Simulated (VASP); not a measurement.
# Ru (Im-3m) in VASP: single point with PBE

Aim: the single point of Ru with PBE.

All numbers are computed with VASP 6.6.1; they aren't measurements. Logs are shortened: lines on timing, memory, paths and dates and some standing lists are left out, and cuts for length are marked.

## Step 1: The cell of the first run

It takes space group Im-3m (No. 229, cubic). The conventional cell has a = 3.032 Å, b = 3.032 Å, c = 3.032 Å, α = 90.00°, β = 90.00°, γ = 90.00°. Ru (site symmetry m-3m) has 14 Ru at 2.63 to 3.03 Å within 3.5 Å.

## Step 2: Single point, PBE

INCAR

```
PREC = Accurate
ENCUT = 500
EDIFF = 1E-6
ISMEAR = 0
SIGMA = 0.1
LREAL = False
LASPH = True
NELM = 120
ALGO = Normal
ISIF = 2
LWAVE = False
LCHARG = False
GGA = PE
NBANDS = 13
GGA_COMPAT = False
```

KPOINTS

```
Automatic mesh
0
Gamma
  8 8 8
```

POSCAR

```
Ru
1.0
   -1.5160848609      1.5160848609      1.5160848609
    1.5160848609     -1.5160848609      1.5160848609
    1.5160848609      1.5160848609     -1.5160848609
Ru
1
Direct
    0.0000000000      0.0000000000      0.0000000000
```

Potentials or basis: VASP PAW PBE potentials, release 64 (Ru_pv).

Started as:

```sh
$ cat potpaw_PBE.64/Ru_pv/POTCAR > POTCAR
$ mpirun -np 1 vasp_std > vasp.out
```

OUTCAR:

```text
PREC = Accurate
   ENCUT = 500
   EDIFF = 1E-6
   ISMEAR = 0
   LREAL = False
   LASPH = True
   NELM = 120
   ISIF = 2
   GGA = PE

 ion  position               nearest neighbor table
   1  0.000  0.000  0.000-

  LATTYP: Found a body centered cubic cell.
 ALAT       =     3.0321697218

  Lattice vectors:

 A1 = (  -1.5160848609,   1.5160848609,   1.5160848609)
 A2 = (   1.5160848609,  -1.5160848609,   1.5160848609)
 A3 = (   1.5160848609,   1.5160848609,  -1.5160848609)

Analysis of symmetry for initial positions (statically):
=====================================================================
 Subroutine PRICEL returns:
 Original cell was already a primitive cell.

 Routine SETGRP: Setting up the symmetry group for a
 body centered cubic supercell.

 Subroutine GETGRP returns: Found 48 space group operations
 (whereof 48 operations were pure point group operations)
 out of a pool of 48 trial point group operations.

The static configuration has the point symmetry O_h .

Analysis of symmetry for dynamics (positions and initial velocities):
=====================================================================
 Subroutine PRICEL returns:
 Original cell was already a primitive cell.

 Routine SETGRP: Setting up the symmetry group for a
 body centered cubic supercell.

 Subroutine GETGRP returns: Found 48 space group operations
 (whereof 48 operations were pure point group operations)
 out of a pool of 48 trial point group operations.

The dynamic configuration has the point symmetry O_h .

 Subroutine INISYM returns: Found 48 space group operations
 (whereof 48 operations are pure point group operations),
 and found     1 'primitive' translations

----------------------------------------------------------------------------------------

                                     Primitive cell

  volume of cell :      13.9390

  direct lattice vectors                    reciprocal lattice vectors
    -1.516084861  1.516084861  1.516084861     0.000000000  0.329796842  0.329796842
     1.516084861 -1.516084861  1.516084861     0.329796842  0.000000000  0.329796842
     1.516084861  1.516084861 -1.516084861     0.329796842  0.329796842  0.000000000

  length of vectors
     2.625936008  2.625936008  2.625936008     0.466403167  0.466403167  0.466403167

  position of ions in fractional coordinates (direct lattice)
     0.000000000  0.000000000  0.000000000

  ion indices of the primitive-cell ions
   primitive index   ion index
                 1           1

----------------------------------------------------------------------------------------

 KPOINTS: Automatic mesh

Automatic generation of k-mesh.
 Grid dimensions read from file:
 generate k-points for:    8    8    8

 Generating k-lattice:

  Cartesian coordinates                     Fractional coordinates (reciprocal lattice)
     0.000000000  0.041224605  0.041224605     0.125000000  0.000000000  0.000000000
     0.041224605  0.000000000  0.041224605     0.000000000  0.125000000  0.000000000
     0.041224605  0.041224605  0.000000000     0.000000000  0.000000000  0.125000000

  Length of vectors
     0.058300396  0.058300396  0.058300396

  Shift w.r.t. Gamma in fractional coordinates (k-lattice)
     0.000000000  0.000000000  0.000000000

 Subroutine IBZKPT returns following result:
 ===========================================

 Found     29 irreducible k-points:

 Following reciprocal coordinates:
            Coordinates               Weight
  0.000000  0.000000  0.000000      1.000000
  0.125000  0.000000  0.000000     12.000000
  0.250000  0.000000  0.000000     12.000000
  0.375000  0.000000  0.000000     12.000000
  0.500000  0.000000  0.000000      6.000000
  0.125000  0.125000  0.000000     24.000000
[... 16 lines left out ...]
 -0.250000  0.250000  0.250000      6.000000
 -0.375000  0.375000  0.250000     24.000000
 [... further k-points ...]
   k-points           NKPTS =     29   k-points in BZ     NKDIM =     29   number of bands    NBANDS=     13
   number of dos      NEDOS =    301   number of ions     NIONS =      1
   total plane-waves  NPLWV =   8000
   dimension x,y,z NGX =    20 NGY =   20 NGZ =   20
   dimension x,y,z NGXF=    40 NGYF=   40 NGZF=   40
   ions per type =               1
   NGX,Y,Z   is equivalent  to a cutoff of  12.66, 12.66, 12.66 a.u.
   NGXF,Y,Z  is equivalent  to a cutoff of  25.32, 25.32, 25.32 a.u.
 SYSTEM =  unknown system
   PREC   = accura    normal or accurate (medium, high low for compatibility)
   ISTART =      0    job   : 0-new  1-cont  2-samecut
   ICHARG =      2    charge: 1-file 2-atom 10-const
   ISPIN  =      1    spin polarized calculation?
   LNONCOLLINEAR =      F non collinear calculations
   LSORBIT =      F    spin-orbit coupling
   LASPH  =      T    aspherical Exc in radial PAW
   ENCUT  =  500.0 eV  36.75 Ry    6.06 a.u.   4.79  4.79  4.79*2*pi/ulx,y,z
   NELM   =    120;   NELMIN=  2; NELMDL= -5     # of ELM steps
   EDIFF  = 0.1E-05   stopping-criterion for ELM
   LREAL  =      F    real-space projection
   EDIFFG = 0.1E-04   stopping-criterion for IOM
   NSW    =      0    number of steps for IOM
   IBRION =     -1    ionic relax: 0-MD 1-quasi-New 2-CG
   NFREE  =      0    steps in history (QN), initial steepest desc. (CG)
   ISIF   =      2    stress and relaxation
   ISYM   =      2    0-nonsym 1-usesym 2-fastsym
   POTIM  = 0.5000    time-step for ionic-motion
   TEBEG  =    0.0;   TEEND  =   0.0 temperature during run
   PSTRESS=    0.0 pullay stress
   NELECT =      14.0000    total number of electrons
   NUPDOWN=      -1.0000    fix difference up-down
   EMIN   =  10.00;   EMAX   =-10.00  energy-range for DOS
   EFERMI =   0.00;   METHOD = LEGACY
   ISMEAR =     0;   SIGMA  =   0.10  broadening in eV -4-tet -1-fermi 0-gaus
   EFERMI_NEDOS =   21; number of points for ismear=-14 and -15
   IALGO  =     38    algorithm
   IMIX   =      4    mixing-type and parameters
     AMIX     =   0.40;   BMIX     =  1.00
     AMIX_MAG =   1.60;   BMIX_MAG =  1.00
  volume/ion in A,a.u.               =      13.94        94.06
  Fermi-wavevector in a.u.,A,eV,Ry     =   1.639485  3.098177 36.571231  2.687910
  Thomas-Fermi vector in A             =   2.730282
   LORBIT       =      0    0 simple, 1 ext, 2 COOP (PROOUT), +10 PAW based schemes
   GGA     = PE    functional components
   LHFCALC =     F    Hartree Fock is set to
   AEXX    =    0.0000 exact exchange contribution
   IVDW    =     0    specifies the selected vdW correction
   LEPSILON=     F    determine dielectric tensor
   LRPA    =     F    only Hartree local field effects (RPA)
 non-spin polarized calculation
 Gauss-broadening in eV      SIGMA  =   0.10
  energy-cutoff  :      500.00
  volume of cell :       13.94
 maximum number of plane-waves:       370
   NGX =  9   NGY =  9   NGZ =  9

 number of electron      13.9999999 magnetization

 Free energy of the ion-electron system (eV)
  ---------------------------------------------------
  ext. energy  EPLUGINS =         0.00000000
  ---------------------------------------------------
  free energy    TOTEN  =        -8.63223800 eV

  energy without entropy =       -8.62299956  energy(sigma->0) =       -8.62761878

 E-fermi :  12.5721     XC(G=0): -13.9455

 val. band max:       12.5714162952   @ k =   0.2500   0.0000   0.0000
 cond. band min:      12.6643948008   @ k =   0.1250   0.1250   0.0000
 fundamental gap:      0.0929785056
 Fermi energy:        12.5721064883

 k-point     1 :       0.0000    0.0000    0.0000
  band No.  band energies     occupation
      1     -30.0411      2.00000
      2     -30.0411      2.00000
      3     -30.0411      2.00000
      4       4.5342      2.00000
      5       9.7087      2.00000
      6       9.7087      2.00000
      7       9.7087      2.00000
      8      12.4339      1.94929
      9      12.4339      1.94929
     10      23.0588      0.00000
     11      29.6798      0.00000
     12      29.6798      0.00000
     13      29.6798      0.00000

 k-point     2 :       0.1250    0.0000    0.0000
  band No.  band energies     occupation
      1     -30.1929      2.00000
      2     -30.0899      2.00000
      3     -30.0415      2.00000
      4       5.1923      2.00000
      5       9.4102      2.00000
      6       9.6751      2.00000
      7      10.2908      2.00000
      8      12.1036      2.00000
      9      12.4574      1.89527
     10      23.0589      0.00000
     11      29.9317      0.00000
     12      30.2127      0.00000
     13      30.7249      0.00000

 k-point     3 :       0.2500    0.0000    0.0000
  band No.  band energies     occupation
      1     -30.5495      2.00000
      2     -30.2062      2.00000
      3     -30.0427      2.00000
      4       6.4789      2.00000
      5       8.7565      2.00000
      6       9.8339      2.00000
      7      11.8823      2.00000
      8      11.9717      2.00000
      9      12.5714      1.00779
     10      23.0588      0.00000
     11      28.9756      0.00000
     12      29.0320      0.00000
     13      33.4798      0.00000
[... 305 lines left out ...]
 k-point    23 :      -0.2500    0.2500    0.2500
  band No.  band energies     occupation
      1     -30.5656      2.00000
      2     -30.3840      2.00000
      3     -30.3840      2.00000
      4       7.9288      2.00000
      5       8.8425      2.00000
      6      10.4997      2.00000
      7      10.4997      2.00000
      8      11.7388      2.00000
      9      14.3477      0.00000
     10      23.0588      0.00000
     11      29.1670      0.00000
     12      30.9436      0.00000
     13      31.1509      0.00000

 k-point    24 :      -0.3750    0.3750    0.2500
  band No.  band energies     occupation
      1     -30.7804      2.00000
      2     -30.5070      2.00000
      3     -30.4110      2.00000
      4       7.6578      2.00000
      5       8.1904      2.00000
      6      10.4982      2.00000
      7      11.2968      2.00000
      8      13.4817      0.00000
      9      16.4541      0.00000
     10      23.0586      0.00000
     11      25.9807      0.00000
     12      28.2938      0.00000
     13      29.9626      0.00000

 [... further k-points ...]

------------------------ aborting loop because EDIFF is reached ----------------------------------------

  FORCE on cell =-STRESS in cart. coord.  units (eV):
  Direction    XX          YY          ZZ          XY          YZ          ZX
  --------------------------------------------------------------------------------------
  -------------------------------------------------------------------------------------
  Total        0.4924530      0.4924530      0.4924530      0.0000000      0.0000000     -0.0000000
  in kB       56.6037022     56.6037022     56.6037022      0.0000000      0.0000000     -0.0000000
  external PRESSURE =      56.6037022 kB  Pullay stress =       0.0000000 kB

 VOLUME and BASIS-vectors are now :
 -----------------------------------------------------------------------------
  energy-cutoff  :      500.00
  volume of cell :       13.94
      direct lattice vectors                 reciprocal lattice vectors
    -1.516084861  1.516084861  1.516084861     0.000000000  0.329796842  0.329796842
     1.516084861 -1.516084861  1.516084861     0.329796842  0.000000000  0.329796842
     1.516084861  1.516084861 -1.516084861     0.329796842  0.329796842  0.000000000

 POSITION                                       TOTAL-FORCE (eV/Angst)
 -----------------------------------------------------------------------------------
      0.00000      0.00000      0.00000        -0.000000     -0.000000      0.000000
 -----------------------------------------------------------------------------------
    total drift:                                0.000000     -0.000000      0.000000

  FREE ENERGIE OF THE ION-ELECTRON SYSTEM (eV)
  ---------------------------------------------------
  free  energy   TOTEN  =        -8.6322380012 eV

  energy  without entropy=       -8.6229995648  energy(sigma->0) =       -8.62761878
```

Run time: 8 s. Hardware: 1 thread of Intel Xeon 8259CL, shared host; peak memory 0.12 GiB.

What came out:

```yaml
Free_energy: -8.6322 eV
Pressure: 5.7 GPa
Band_gap_on_the_k_mesh: zero (band 7 reaches 14.34 eV, above the bottom of band 8 at 11.22 eV)
```

Caveat: the k points lie up to 0.37 Å⁻¹ apart.
